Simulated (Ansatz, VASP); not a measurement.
## One calculation of Ni, two programs

```
CELL_PARAMETERS angstrom
-1.41968 1.41968 1.41968
1.41968 -1.41968 1.41968
1.41968 1.41968 -1.41968
ATOMIC_POSITIONS crystal
Ni 0.00000 0.00000 0.00000
```

Alike in both runs: task single point; functional PBEsol; k mesh 14 × 14 × 14; occupations gaussian, width 0.01 eV; collinear spin.

|  | VASP | Ansatz |
| --- | --- | --- |
| version | VASP 6.6.1 | Ansatz 0.2.0 |
| potentials or method | VASP PAW PBE potentials, release 64 (Ni), cutoff 520 eV | all-electron (LAPW or listed datasets) |

Ansatz gave:

```
net moment per atom (μB)                                      : 0.53
size of the moment on the site where the two differ most (μB) : 0.55
```

Problem. What did VASP give for the same quantities?

Solution. net moment per atom (μB): 0.53; size of the moment on the site where the two differ most (μB): 0.54.

VASP's potentials were made for PBE, not for PBEsol. Site moments also hang on the region over which each program counts them. Ansatz ran all-electron here, and VASP with PAW potentials.
